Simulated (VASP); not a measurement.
# Be2SbP3 (Cmm2) in VASP: further runs

Runs on Be2SbP3. Level: PBE. Tasks: single point.

Program: VASP 6.6.1. These are calculated values, not measurements. Logs are shortened: lines on timing, memory, paths and dates and some standing lists are left out, and cuts for length are marked.

**1. The cell of the first run**

The structure is orthorhombic, space group Cmm2 (No. 35). The conventional cell has a = 5.351 Å, b = 7.641 Å, c = 6.049 Å, α = 90.00°, β = 90.00°, γ = 90.00°. Within 2.0 Å of Be (site symmetry m) lie 2 P at 1.50 Å. Sb (site symmetry mm2) has 1 P at 2.11 Å within 2.8 Å. Within 2.8 Å of P (site symmetry mm2) lie 1 Sb at 2.11 Å and 2 P at 2.22 Å. P (site symmetry m) has 2 Be at 1.50 Å and 1 P at 1.53 Å within 2.0 Å.

The cell was generated, and may not be a known phase.

**2. Single point, PBE**

INCAR

```
ALGO = Fast
EDIFF = 1E-6
ENCUT = 520
GGA = PE
ISIF = 2
ISMEAR = 0
LASPH = T
LCHARG = T
LELF = T
LREAL = F
LVHAR = T
LWAVE = F
NBANDS = 21
NELM = 100
PREC = Accurate
SIGMA = 0.1
```

KPOINTS

```
k-points
0
Gamma
  4 4 4
```

POSCAR

```
Be2SbP3
1.0
    2.6753089200     -3.8205782600      0.0000000000
    2.6753089200      3.8205782600      0.0000000000
    0.0000000000      0.0000000000      6.0488746400
Be Sb P
2 1 3
Direct
    0.3457536800      0.6542463200      0.9365345800
    0.6542463200      0.3457536800      0.9365345800
    0.0000000000      0.0000000000      0.5604026100
    0.0000000000      0.0000000000      0.2111282300
    0.6434220300      0.6434220300      0.0219860100
    0.3565779700      0.3565779700      0.0219860100
```

Potentials or basis: VASP PAW PBE potentials, release 64 (Be, Sb, P).

Command:

```console
> cat potpaw_PBE.64/Be/POTCAR potpaw_PBE.64/Sb/POTCAR potpaw_PBE.64/P/POTCAR > POTCAR
> mpirun -np 1 vasp_std > vasp.out
```

OUTCAR:

```text
EDIFF = 1E-6
   ENCUT = 520
   GGA = PE
   ISIF = 2
   ISMEAR = 0
   LASPH = T
   LREAL = F
   NELM = 100
   PREC = Accurate

 ion  position               nearest neighbor table
   1  0.346  0.654  0.937-   5 1.50   6 1.50   2 2.36
   2  0.654  0.346  0.937-   5 1.50   6 1.50   1 2.36
   3  0.000  0.000  0.560-   4 2.11
   4  0.000  0.000  0.211-   3 2.11   5 2.22   6 2.22
   5  0.643  0.643  0.022-   1 1.50   2 1.50   6 1.53   4 2.22
   6  0.357  0.357  0.022-   1 1.50   2 1.50   5 1.53   4 2.22

  LATTYP: Found a base centered orthorhombic cell.
 ALAT       =     5.3506178400
 B/A-ratio  =     1.4280886336
 C/A-ratio  =     1.1305002190

  Lattice vectors:

 A1 = (   2.6753089200,  -3.8205782600,   0.0000000000)
 A2 = (   2.6753089200,   3.8205782600,   0.0000000000)
 A3 = (   0.0000000000,   0.0000000000,   6.0488746400)

Analysis of symmetry for initial positions (statically):
=====================================================================
 Subroutine PRICEL returns:
 Original cell was already a primitive cell.

 Routine SETGRP: Setting up the symmetry group for a
 base centered orthorhombic supercell.

 Subroutine GETGRP returns: Found  4 space group operations
 (whereof  4 operations were pure point group operations)
 out of a pool of  8 trial point group operations.

The static configuration has the point symmetry C_2v.

Analysis of symmetry for dynamics (positions and initial velocities):
=====================================================================
 Subroutine PRICEL returns:
 Original cell was already a primitive cell.

 Routine SETGRP: Setting up the symmetry group for a
 base centered orthorhombic supercell.

 Subroutine GETGRP returns: Found  4 space group operations
 (whereof  4 operations were pure point group operations)
 out of a pool of  8 trial point group operations.

The dynamic configuration has the point symmetry C_2v.

 Subroutine INISYM returns: Found  4 space group operations
 (whereof  4 operations are pure point group operations),
 and found     1 'primitive' translations

----------------------------------------------------------------------------------------

                                     Primitive cell

  volume of cell :     123.6538

  direct lattice vectors                    reciprocal lattice vectors
     2.675308920 -3.820578260  0.000000000     0.186894305 -0.130870242  0.000000000
     2.675308920  3.820578260  0.000000000     0.186894305  0.130870242  0.000000000
     0.000000000  0.000000000  6.048874640     0.000000000  0.000000000  0.165320007

  length of vectors
     4.664128649  4.664128649  6.048874640     0.228158938  0.228158938  0.165320007

  position of ions in fractional coordinates (direct lattice)
     0.345753680  0.654246320  0.936534580
     0.654246320  0.345753680  0.936534580
     0.000000000  0.000000000  0.560402610
     0.000000000  0.000000000  0.211128230
     0.643422030  0.643422030  0.021986010
     0.356577970  0.356577970  0.021986010

  ion indices of the primitive-cell ions
   primitive index   ion index
                 1           1
                 2           2
                 3           3
                 4           4
                 5           5
                 6           6

----------------------------------------------------------------------------------------

 KPOINTS: k-points

Automatic generation of k-mesh.
 Grid dimensions read from file:
 generate k-points for:    4    4    4

 Generating k-lattice:

  Cartesian coordinates                     Fractional coordinates (reciprocal lattice)
     0.046723576 -0.032717560  0.000000000     0.250000000  0.000000000  0.000000000
     0.046723576  0.032717560  0.000000000     0.000000000  0.250000000  0.000000000
     0.000000000  0.000000000  0.041330002     0.000000000  0.000000000  0.250000000

  Length of vectors
     0.057039735  0.057039735  0.041330002

  Shift w.r.t. Gamma in fractional coordinates (k-lattice)
     0.000000000  0.000000000  0.000000000

 Subroutine IBZKPT returns following result:
 ===========================================

 Found     21 irreducible k-points:

 Following reciprocal coordinates:
            Coordinates               Weight
  0.000000  0.000000  0.000000      1.000000
  0.250000  0.000000  0.000000      4.000000
  0.500000  0.000000  0.000000      2.000000
  0.250000  0.250000  0.000000      2.000000
  0.500000  0.250000  0.000000      4.000000
 -0.250000  0.250000  0.000000      2.000000
[... 13 lines left out ...]
 -0.250000  0.250000  0.500000      2.000000
  0.500000  0.500000  0.500000      1.000000
   k-points           NKPTS =     21   k-points in BZ     NKDIM =     21   number of bands    NBANDS=     21
   number of dos      NEDOS =    301   number of ions     NIONS =      6
   total plane-waves  NPLWV =  62208
   dimension x,y,z NGX =    36 NGY =   36 NGZ =   48
   dimension x,y,z NGXF=    72 NGYF=   72 NGZF=   96
   ions per type =               2   1   3
   NGX,Y,Z   is equivalent  to a cutoff of  12.83, 12.83, 13.19 a.u.
   NGXF,Y,Z  is equivalent  to a cutoff of  25.66, 25.66, 26.38 a.u.
 SYSTEM =  unknown system
   PREC   = accura    normal or accurate (medium, high low for compatibility)
   ISTART =      0    job   : 0-new  1-cont  2-samecut
   ICHARG =      2    charge: 1-file 2-atom 10-const
   ISPIN  =      1    spin polarized calculation?
   LNONCOLLINEAR =      F non collinear calculations
   LSORBIT =      F    spin-orbit coupling
   LASPH  =      T    aspherical Exc in radial PAW
   ENCUT  =  520.0 eV  38.22 Ry    6.18 a.u.   8.67  8.67 11.25*2*pi/ulx,y,z
   NELM   =    100;   NELMIN=  2; NELMDL= -5     # of ELM steps
   EDIFF  = 0.1E-05   stopping-criterion for ELM
   LREAL  =      F    real-space projection
   EDIFFG = 0.1E-04   stopping-criterion for IOM
   NSW    =      0    number of steps for IOM
   IBRION =     -1    ionic relax: 0-MD 1-quasi-New 2-CG
   NFREE  =      0    steps in history (QN), initial steepest desc. (CG)
   ISIF   =      2    stress and relaxation
   ISYM   =      2    0-nonsym 1-usesym 2-fastsym
   POTIM  = 0.5000    time-step for ionic-motion
   TEBEG  =    0.0;   TEEND  =   0.0 temperature during run
   PSTRESS=    0.0 pullay stress
   NELECT =      24.0000    total number of electrons
   NUPDOWN=      -1.0000    fix difference up-down
   EMIN   =  10.00;   EMAX   =-10.00  energy-range for DOS
   EFERMI =   0.00;   METHOD = LEGACY
   ISMEAR =     0;   SIGMA  =   0.10  broadening in eV -4-tet -1-fermi 0-gaus
   EFERMI_NEDOS =   21; number of points for ismear=-14 and -15
   IALGO  =     68    algorithm
   IMIX   =      4    mixing-type and parameters
     AMIX     =   0.40;   BMIX     =  1.00
     AMIX_MAG =   1.60;   BMIX_MAG =  1.00
  volume/ion in A,a.u.               =      20.61       139.08
  Fermi-wavevector in a.u.,A,eV,Ry     =   0.947857  1.791190 12.223915  0.898432
  Thomas-Fermi vector in A             =   2.075990
   LORBIT       =      0    0 simple, 1 ext, 2 COOP (PROOUT), +10 PAW based schemes
   GGA     = PE    functional components
   LHFCALC =     F    Hartree Fock is set to
   AEXX    =    0.0000 exact exchange contribution
   IVDW    =     0    specifies the selected vdW correction
   LEPSILON=     F    determine dielectric tensor
   LRPA    =     F    only Hartree local field effects (RPA)
 non-spin polarized calculation
 RMM-DIIS sequential band-by-band and
 Gauss-broadening in eV      SIGMA  =   0.10
  energy-cutoff  :      520.00
  volume of cell :      123.65
 maximum number of plane-waves:      3342
 NGX is ok and might be reduce to    36
   NGX = 17   NGY = 17   NGZ = 23

 number of electron      23.9999998 magnetization

 Free energy of the ion-electron system (eV)
  ---------------------------------------------------
  ext. energy  EPLUGINS =         0.00000000
  ---------------------------------------------------
  free energy    TOTEN  =        -2.97739030 eV

  energy without entropy =       -2.96115713  energy(sigma->0) =       -2.96927371

 E-fermi :   4.6598     XC(G=0):  -8.6110

 val. band max:        4.6443036490   @ k =   0.2500   0.2500   0.5000
 cond. band min:       4.7339983637   @ k =   0.5000   0.5000   0.0000
 fundamental gap:      0.0896947148
 Fermi energy:         4.6598187684

 k-point     1 :       0.0000    0.0000    0.0000
  band No.  band energies     occupation
      1     -13.1952      2.00000
      2      -8.1786      2.00000
      3      -4.9643      2.00000
      4      -4.3077      2.00000
      5      -2.6215      2.00000
      6      -2.5881      2.00000
[... 13 lines left out ...]
     20       9.7520      0.00000
     21      11.1433      0.00000

 k-point     2 :       0.2500    0.0000    0.0000
  band No.  band energies     occupation
      1     -13.1298      2.00000
      2      -8.4576      2.00000
      3      -4.9785      2.00000
      4      -3.8560      2.00000
      5      -2.7561      2.00000
      6      -2.0869      2.00000
[... 13 lines left out ...]
     20       9.8378      0.00000
     21      10.4714      0.00000

 k-point     3 :       0.5000    0.0000    0.0000
  band No.  band energies     occupation
      1     -13.0603      2.00000
      2      -8.7150      2.00000
      3      -4.9300      2.00000
      4      -3.3049      2.00000
      5      -2.8799      2.00000
      6      -2.2044      2.00000
[... 13 lines left out ...]
     20      10.7264      0.00000
     21      11.0998      0.00000

 k-point     4 :       0.2500    0.2500    0.0000
  band No.  band energies     occupation
      1     -13.0608      2.00000
      2      -8.7103      2.00000
      3      -4.9235      2.00000
      4      -3.2686      2.00000
      5      -3.0122      2.00000
      6      -2.2893      2.00000
[... 13 lines left out ...]
     20      10.1846      0.00000
     21      10.4865      0.00000

 k-point     5 :       0.5000    0.2500    0.0000
  band No.  band energies     occupation
      1     -13.0882      2.00000
      2      -8.4173      2.00000
      3      -5.0998      2.00000
      4      -3.7521      2.00000
      5      -3.2560      2.00000
      6      -2.1262      2.00000
[... 13 lines left out ...]
     20      10.5803      0.00000
     21      10.8040      0.00000

 k-point     6 :      -0.2500    0.2500    0.0000
  band No.  band energies     occupation
      1     -13.1552      2.00000
      2      -8.1156      2.00000
      3      -5.2189      2.00000
      4      -4.1626      2.00000
      5      -3.0767      2.00000
      6      -2.4761      2.00000
[... 13 lines left out ...]
     20      10.7681      0.00000
     21      10.9063      0.00000

 k-point     7 :       0.5000    0.5000    0.0000
  band No.  band energies     occupation
      1     -13.1148      2.00000
      2      -8.0408      2.00000
      3      -5.4380      2.00000
      4      -3.9666      2.00000
      5      -3.5533      2.00000
      6      -2.4312      2.00000
[... 13 lines left out ...]
     20      11.0936      0.00000
     21      11.6203      0.00000
[... 219 lines left out ...]
      1     -13.0582      2.00000
      2      -8.5847      2.00000
      3      -5.6744      2.00000
      4      -3.3978      2.00000
      5      -2.8645      2.00000
      6      -1.3505      2.00000
[... 13 lines left out ...]
     20      10.4497      0.00000
     21      11.0543      0.00000

 k-point    18 :       0.2500    0.2500    0.5000
  band No.  band energies     occupation
      1     -13.0587      2.00000
      2      -8.5806      2.00000
      3      -5.6691      2.00000
      4      -3.3651      2.00000
      5      -3.0008      2.00000
      6      -1.2877      2.00000
[... 13 lines left out ...]
     20      10.0722      0.00000
     21      10.6844      0.00000

 k-point    19 :       0.5000    0.2500    0.5000
  band No.  band energies     occupation
      1     -13.0844      2.00000
      2      -8.3202      2.00000
      3      -5.5984      2.00000
      4      -3.6559      2.00000
      5      -3.2021      2.00000
      6      -2.4252      2.00000
[... 13 lines left out ...]
     20      10.5373      0.00000
     21      11.0344      0.00000

 k-point    20 :      -0.2500    0.2500    0.5000
  band No.  band energies     occupation
      1     -13.1488      2.00000
      2      -8.0884      2.00000
      3      -5.1841      2.00000
      4      -4.6328      2.00000
      5      -2.9975      2.00000
      6      -2.4670      2.00000
[... 13 lines left out ...]
     20       9.7730      0.00000
     21      10.1877      0.00000

 k-point    21 :       0.5000    0.5000    0.5000
  band No.  band energies     occupation
      1     -13.1094      2.00000
      2      -8.0094      2.00000
      3      -5.4023      2.00000
      4      -4.4078      2.00000
      5      -3.5216      2.00000
      6      -2.4291      2.00000
[... 13 lines left out ...]
     20       9.2280      0.00000
     21      11.2720      0.00000

------------------------ aborting loop because EDIFF is reached ----------------------------------------

  FORCE on cell =-STRESS in cart. coord.  units (eV):
  Direction    XX          YY          ZZ          XY          YZ          ZX
  --------------------------------------------------------------------------------------
  -------------------------------------------------------------------------------------
  Total       78.4123901     52.8664315     25.6013133      0.0000000      0.0000000      0.0000000
  in kB     1015.9858438    684.9879973    331.7150761      0.0000000      0.0000000      0.0000000
  external PRESSURE =     677.5629724 kB  Pullay stress =       0.0000000 kB

 VOLUME and BASIS-vectors are now :
 -----------------------------------------------------------------------------
  energy-cutoff  :      520.00
  volume of cell :      123.65
      direct lattice vectors                 reciprocal lattice vectors
     2.675308920 -3.820578260  0.000000000     0.186894305 -0.130870242  0.000000000
     2.675308920  3.820578260  0.000000000     0.186894305  0.130870242  0.000000000
     0.000000000  0.000000000  6.048874640     0.000000000  0.000000000  0.165320007

 POSITION                                       TOTAL-FORCE (eV/Angst)
 -----------------------------------------------------------------------------------
      2.67531      1.17862      5.66498         0.000000     23.698899    -10.704373
      2.67531     -1.17862      5.66498         0.000000    -23.698899    -10.704373
      0.00000      0.00000      3.38981         0.000000      0.000000      6.535689
      0.00000      0.00000      1.27709        -0.000000      0.000000     -4.401376
      3.44271      0.00000      0.13299        48.302860      0.000000      9.637217
      1.90791      0.00000      0.13299       -48.302860      0.000000      9.637217
 -----------------------------------------------------------------------------------
    total drift:                                0.000000      0.000000     -0.001155

  FREE ENERGIE OF THE ION-ELECTRON SYSTEM (eV)
  ---------------------------------------------------
  free  energy   TOTEN  =        -2.9773902991 eV

  energy  without entropy=       -2.9611571274  energy(sigma->0) =       -2.96927371
```

Wall time 1.8 min (1 thread of Oxide Virtual Turin-like, shared host); peak memory 0.23 GiB.

What came out:

```yaml
Free_energy: -2.9774 eV
Pressure: 67.8 GPa
Largest_force: 49.255 eV/Å
Band_gap_on_the_k_mesh: zero (bands 12 and 13 overlap by 0.80 eV)
```

Forces on the atoms (eV/Å):
```
Be    0.000  23.699 -10.704
Be    0.000 -23.699 -10.704
Sb    0.000   0.000   6.536
P     0.000   0.000  -4.401
P    48.303   0.000   9.637
P   -48.303   0.000   9.637
```

Stress tensor (GPa, compression positive):
```
101.60   0.00   0.00
  0.00  68.50   0.00
  0.00   0.00  33.17
```

Caveat: the stress differs along the axes, from 33 to 102 GPa; spin-orbit coupling is left out, which moves the levels of the heavy elements; forces of over 1 eV/Å act on the atoms, so gaps and moduli don't describe the material at rest.

(Part 1 of 2 ends here.)

The gap in the log of VASP goes by the Fermi energy; the results here count the filled bands.